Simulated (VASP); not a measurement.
# Al8O in VASP: relaxation of the atoms with PBE

Aim: the relaxation of the atoms of Al8O with PBE.

Program: VASP 6.6.1. These are calculated values, not measurements. Logs are shortened: lines on timing, memory, paths and dates and some standing lists are left out, and cuts for length are marked.

### 1 The cell of the first run

The cell holds a slab with vacuum, 9 atoms: a = 2.854 Å, b = 2.854 Å, c = 31.975 Å, α = 90.00°, β = 90.00°, γ = 120.00°.

### 2 Relaxation of the atoms, PBE

Input file INCAR:

```
PREC = Accurate
ENCUT = 520
EDIFF = 1E-6
ISMEAR = 0
SIGMA = 0.1
LREAL = F
LASPH = T
NELM = 80
ALGO = Fast
ISIF = 2
LWAVE = F
LCHARG = F
LDIPOL = T
IDIPOL = 3
DIPOL = 0.5 0.5 0.416
GGA = PE
IBRION = 2
NSW = 36
EDIFFG = -0.025
```

Input file KPOINTS:

```
regular mesh
0
Gamma
  9 9 1
```

Input file POSCAR:

```
Al8O
1.0
    2.8535431553      0.0000000000      0.0000000000
   -1.4267715777      2.4712408633      0.0000000000
    0.0000000000      0.0000000000     31.9749292464
Al O
8 1
Selective dynamics
Direct
    0.3333333333      0.6666666667      0.1250980094  F F F
    0.0000000000      0.0000000000      0.1984481215  F F F
    0.6666666667      0.3333333333      0.2717982335  F F F
    0.0000000000      0.0000000000      0.3451483456  F F F
    0.3333333333      0.6666666667      0.4179223920  F F F
    0.0000000000      0.0000000000      0.4916598235  F F F
    0.6666666667      0.3333333333      0.5654146328  F F F
    0.0000000000      0.0000000000      0.6403432229  F F F
    0.0000000000      0.1666666667      0.6911691225  F F T
```

Potentials or basis: VASP PAW PBE potentials, release 64 (Al, O).

Started as:

```sh
$ cat potpaw_PBE.64/Al/POTCAR potpaw_PBE.64/O/POTCAR > POTCAR
$ mpirun -np 1 vasp_std > vasp.out
```

OUTCAR:

```text
PREC = Accurate
   ENCUT = 520
   EDIFF = 1E-6
   ISMEAR = 0
   LREAL = F
   LASPH = T
   NELM = 80
   ISIF = 2
   GGA = PE
   IBRION = 2
   NSW = 36
   EDIFFG = -0.025

 ion  position               nearest neighbor table
   1  0.333  0.667  0.125-   2 2.87   2 2.87   2 2.87
   2  0.000  0.000  0.198-   3 2.87   3 2.87   3 2.87   1 2.87   1 2.87   1 2.87
   3  0.667  0.333  0.272-   2 2.87   2 2.87   2 2.87   4 2.87   4 2.87   4 2.87
   4  0.000  0.000  0.345-   5 2.85   5 2.85   5 2.85   3 2.87   3 2.87   3 2.87
   5  0.333  0.667  0.418-   4 2.85   4 2.85   4 2.85   6 2.88   6 2.88   6 2.88
   6  0.000  0.000  0.492-   5 2.88   5 2.88   5 2.88   7 2.88   7 2.88   7 2.88
   7  0.667  0.333  0.565-   6 2.88   6 2.88   6 2.88   8 2.91   8 2.91   8 2.91
   8  0.000  0.000  0.640-   9 1.69   7 2.91   7 2.91   7 2.91
   9  0.000  0.167  0.691-   8 1.69

  LATTYP: Found a hexagonal cell.
 ALAT       =     2.8535431553
 C/A-ratio  =    11.2053427988

  Lattice vectors:

 A1 = (   2.8535431553,   0.0000000000,   0.0000000000)
 A2 = (  -1.4267715777,   2.4712408633,   0.0000000000)
 A3 = (   0.0000000000,   0.0000000000,  31.9749292464)

Analysis of symmetry for initial positions (statically):
=====================================================================
 Subroutine PRICEL returns:
 Original cell was already a primitive cell.

 Routine SETGRP: Setting up the symmetry group for a
 hexagonal supercell.

 Subroutine GETGRP returns: Found  1 space group operations
 (whereof  1 operations were pure point group operations)
 out of a pool of 24 trial point group operations.

The static configuration has the point symmetry C_1 .

Analysis of symmetry for dynamics (positions and initial velocities):
=====================================================================
 Subroutine PRICEL returns:
 Original cell was already a primitive cell.

 Routine SETGRP: Setting up the symmetry group for a
 hexagonal supercell.

 Subroutine GETGRP returns: Found  1 space group operations
 (whereof  1 operations were pure point group operations)
 out of a pool of 24 trial point group operations.

The dynamic configuration has the point symmetry C_1 .

Analysis of constrained symmetry for selective dynamics:
=====================================================================
 Subroutine PRICEL returns:
 Original cell was already a primitive cell.

 Routine SETGRP: Setting up the symmetry group for a
 hexagonal supercell.

 Subroutine GETGRP returns: Found  1 space group operations
 (whereof  1 operations were pure point group operations)
 out of a pool of 24 trial point group operations.

The constrained configuration has the point symmetry C_1 .

 Subroutine INISYM returns: Found  1 space group operations
 (whereof  1 operations are pure point group operations),
 and found     1 'primitive' translations

----------------------------------------------------------------------------------------

                                     Primitive cell

  volume of cell :     225.4806

  direct lattice vectors                    reciprocal lattice vectors
     2.853543155  0.000000000  0.000000000     0.350441520  0.202327506  0.000000000
    -1.426771578  2.471240863  0.000000000     0.000000000  0.404655012  0.000000000
     0.000000000  0.000000000 31.974929246     0.000000000  0.000000000  0.031274502

  length of vectors
     2.853543155  2.853543155 31.974929246     0.404655012  0.404655012  0.031274502

  position of ions in fractional coordinates (direct lattice)
     0.333333333  0.666666667  0.125098009
     0.000000000  0.000000000  0.198448122
     0.666666667  0.333333333  0.271798234
     0.000000000  0.000000000  0.345148346
     0.333333333  0.666666667  0.417922392
     0.000000000  0.000000000  0.491659824
     0.666666667  0.333333333  0.565414633
     0.000000000  0.000000000  0.640343223
     0.000000000  0.166666667  0.691169122

  ion indices of the primitive-cell ions
   primitive index   ion index
                 1           1
                 2           2
                 3           3
                 4           4
                 5           5
                 6           6
                 7           7
                 8           8
                 9           9

----------------------------------------------------------------------------------------

 KPOINTS: regular mesh

Automatic generation of k-mesh.
 Grid dimensions read from file:
 generate k-points for:    9    9    1

 Generating k-lattice:

  Cartesian coordinates                     Fractional coordinates (reciprocal lattice)
     0.038937947  0.022480834  0.000000000     0.111111111  0.000000000  0.000000000
     0.000000000  0.044961668  0.000000000     0.000000000  0.111111111  0.000000000
     0.000000000  0.000000000  0.031274502     0.000000000  0.000000000  1.000000000

  Length of vectors
     0.044961668  0.044961668  0.031274502

  Shift w.r.t. Gamma in fractional coordinates (k-lattice)
     0.000000000  0.000000000  0.000000000

 Subroutine IBZKPT returns following result:
 ===========================================

 Found     41 irreducible k-points:

 Following reciprocal coordinates:
            Coordinates               Weight
  0.000000  0.000000  0.000000      1.000000
  0.111111  0.000000  0.000000      2.000000
  0.000000  0.111111  0.000000      2.000000
 -0.111111  0.111111  0.000000      2.000000
  0.222222 -0.000000  0.000000      2.000000
  0.000000  0.222222  0.000000      2.000000
[... 16 lines left out ...]
  0.333333  0.111111  0.000000      2.000000
 -0.111111  0.444444  0.000000      2.000000
 [... further k-points ...]
   k-points           NKPTS =     41   k-points in BZ     NKDIM =     41   number of bands    NBANDS=     20
   number of dos      NEDOS =    301   number of ions     NIONS =      9
   total plane-waves  NPLWV = 138240
   dimension x,y,z NGX =    24 NGY =   24 NGZ =  240
   dimension x,y,z NGXF=    48 NGYF=   48 NGZF=  480
   ions per type =               8   1
   NGX,Y,Z   is equivalent  to a cutoff of  13.98, 13.98, 12.48 a.u.
   NGXF,Y,Z  is equivalent  to a cutoff of  27.96, 27.96, 24.96 a.u.
 SYSTEM =  unknown system
   PREC   = accura    normal or accurate (medium, high low for compatibility)
   ISTART =      0    job   : 0-new  1-cont  2-samecut
   ICHARG =      2    charge: 1-file 2-atom 10-const
   ISPIN  =      1    spin polarized calculation?
   LNONCOLLINEAR =      F non collinear calculations
   LSORBIT =      F    spin-orbit coupling
   LASPH  =      T    aspherical Exc in radial PAW
   ENCUT  =  520.0 eV  38.22 Ry    6.18 a.u.   5.31  5.31 59.45*2*pi/ulx,y,z
   NELM   =     80;   NELMIN=  2; NELMDL= -5     # of ELM steps
   EDIFF  = 0.1E-05   stopping-criterion for ELM
   LREAL  =      F    real-space projection
   EDIFFG = -.3E-01   stopping-criterion for IOM
   NSW    =     36    number of steps for IOM
   IBRION =      2    ionic relax: 0-MD 1-quasi-New 2-CG
   NFREE  =      1    steps in history (QN), initial steepest desc. (CG)
   ISIF   =      2    stress and relaxation
   ISYM   =      2    0-nonsym 1-usesym 2-fastsym
   POTIM  = 0.5000    time-step for ionic-motion
   TEBEG  =    0.0;   TEEND  =   0.0 temperature during run
   PSTRESS=    0.0 pullay stress
   NELECT =      30.0000    total number of electrons
   NUPDOWN=      -1.0000    fix difference up-down
   EMIN   =  10.00;   EMAX   =-10.00  energy-range for DOS
   EFERMI =   0.00;   METHOD = LEGACY
   ISMEAR =     0;   SIGMA  =   0.10  broadening in eV -4-tet -1-fermi 0-gaus
   EFERMI_NEDOS =   21; number of points for ismear=-14 and -15
   IALGO  =     68    algorithm
   IMIX   =      4    mixing-type and parameters
     AMIX     =   0.40;   BMIX     =  1.00
     AMIX_MAG =   1.60;   BMIX_MAG =  1.00
  volume/ion in A,a.u.               =      25.05       169.07
  Fermi-wavevector in a.u.,A,eV,Ry     =   0.835755  1.579348  9.503480  0.698486
  Thomas-Fermi vector in A             =   1.949366
   LORBIT       =      0    0 simple, 1 ext, 2 COOP (PROOUT), +10 PAW based schemes
   GGA     = PE    functional components
   LHFCALC =     F    Hartree Fock is set to
   AEXX    =    0.0000 exact exchange contribution
   IVDW    =     0    specifies the selected vdW correction
   LEPSILON=     F    determine dielectric tensor
   LRPA    =     F    only Hartree local field effects (RPA)
 conjugate gradient relaxation of ions
 non-spin polarized calculation
 RMM-DIIS sequential band-by-band and
 Gauss-broadening in eV      SIGMA  =   0.10
  energy-cutoff  :      520.00
  volume of cell :      225.48
 maximum number of plane-waves:      6109
 NGX is ok and might be reduce to    24
   NGX = 11   NGY = 11   NGZ =119

 dipolmoment           0.000000      0.000000     -0.014234 electrons x Angstroem

--------------------------------------- Ionic step        1  -------------------------------------------

 number of electron      30.0000000 magnetization

 Free energy of the ion-electron system (eV)
  ---------------------------------------------------
  ext. energy  EPLUGINS =         0.00000000
  ---------------------------------------------------
  free energy    TOTEN  =       -34.49325422 eV

  energy without entropy =      -34.46695855  energy(sigma->0) =      -34.48010639

------------------------ aborting loop because EDIFF is reached ----------------------------------------

  FORCE on cell =-STRESS in cart. coord.  units (eV):
  Direction    XX          YY          ZZ          XY          YZ          ZX
  --------------------------------------------------------------------------------------
  -------------------------------------------------------------------------------------
  Total       -0.2965630     -0.3696776     -0.5795395     -0.0789988      1.2100841     -0.6356923
  in kB       -2.1072615     -2.6267857     -4.1179825     -0.5613348      8.5983879     -4.5169829
  external PRESSURE =      -2.9506766 kB  Pullay stress =       0.0000000 kB
[... 71 lines left out ...]
  energy  without entropy=      -34.4737505662  energy(sigma->0) =      -34.48726978

--------------------------------------- Ionic step        3  -------------------------------------------

 number of electron      30.0000004 magnetization

 dipolmoment           0.000000      0.000000      0.216559 electrons x Angstroem

 Free energy of the ion-electron system (eV)
  ---------------------------------------------------
  ext. energy  EPLUGINS =         0.00000000
  ---------------------------------------------------
  free energy    TOTEN  =       -34.50090209 eV

  energy without entropy =      -34.47395669  energy(sigma->0) =      -34.48742939

 E-fermi :   1.9289     XC(G=0):  -6.8727

 val. band max:        1.8661173672   @ k =   0.4444   0.4444   0.0000
 cond. band min:       1.9517617090   @ k =   0.4444   0.4444   0.0000
 fundamental gap:      0.0856443417
 Fermi energy:         1.9289008914

 k-point     1 :       0.0000    0.0000    0.0000
  band No.  band energies     occupation
      1     -15.0851      2.00000
      2      -9.0533      2.00000
      3      -8.7316      2.00000
      4      -8.2411      2.00000
      5      -7.5056      2.00000
      6      -6.6505      2.00000
[... 12 lines left out ...]
     19       7.8898      0.00000
[... 513 lines left out ...]
      4      -4.4456      2.00000
      5      -3.7523      2.00000
      6      -2.9673      2.00000
[... 12 lines left out ...]
     19       3.3079      0.00000
     20       4.0365      0.00000

 [... further k-points ...]

------------------------ aborting loop because EDIFF is reached ----------------------------------------

 vacuum level on the upper side and lower side of the slab       (xc-potential included)         2.566        -2.923

  FORCE on cell =-STRESS in cart. coord.  units (eV):
  Direction    XX          YY          ZZ          XY          YZ          ZX
  --------------------------------------------------------------------------------------
  -------------------------------------------------------------------------------------
  Total       -0.1746542     -0.1947307      0.3316647     -0.1098882      1.4971773     -0.8000596
  in kB       -1.2410249     -1.3836808      2.3566808     -0.7808230     10.6383602     -5.6849128
  external PRESSURE =      -0.0893416 kB  Pullay stress =       0.0000000 kB

 VOLUME and BASIS-vectors are now :
 -----------------------------------------------------------------------------
  energy-cutoff  :      520.00
  volume of cell :      225.48
      direct lattice vectors                 reciprocal lattice vectors
     2.853543155  0.000000000  0.000000000     0.350441520  0.202327506  0.000000000
    -1.426771578  2.471240863  0.000000000     0.000000000  0.404655012  0.000000000
     0.000000000  0.000000000 31.974929246     0.000000000  0.000000000  0.031274502
[... 15 lines left out ...]
  FREE ENERGIE OF THE ION-ELECTRON SYSTEM (eV)
  ---------------------------------------------------
  free  energy   TOTEN  =       -34.5009020923 eV

  energy  without entropy=      -34.4739566890  energy(sigma->0) =      -34.48742939

 reached required accuracy - stopping structural energy minimisation

 vacuum level on the upper side and lower side of the slab        11.470         5.885
```

Wall time 26 min (1 thread of Oxide Virtual Turin-like, shared host); peak memory 0.44 GiB.

What came out:

| Quantity | Value |
| --- | --- |
| Free energy | -34.5009 eV |
| Energy gained by relaxing | 0.8 meV/atom |
| Ionic steps | 3 |

Step by step:
```csv
step,energy change (eV),largest force on free atoms (eV/Å),pressure (GPa)
1,0.0000,0.5879,-0.30
2,-0.0075,0.0756,0.03
3,-0.0076,0.0018,-0.01
```

Final structure:
```
CELL_PARAMETERS angstrom
2.85354 0.00000 0.00000
-1.42677 2.47124 0.00000
0.00000 0.00000 31.97493
ATOMIC_POSITIONS crystal
Al 0.33333 0.66667 0.12510
Al 0.00000 0.00000 0.19845
Al 0.66667 0.33333 0.27180
Al 0.00000 0.00000 0.34515
Al 0.33333 0.66667 0.41792
Al 0.00000 0.00000 0.49166
Al 0.66667 0.33333 0.56541
Al 0.00000 0.00000 0.64034
O 0.00000 0.16667 0.69038
```

Caveat: the highest band is partly filled, so the run has too few bands.
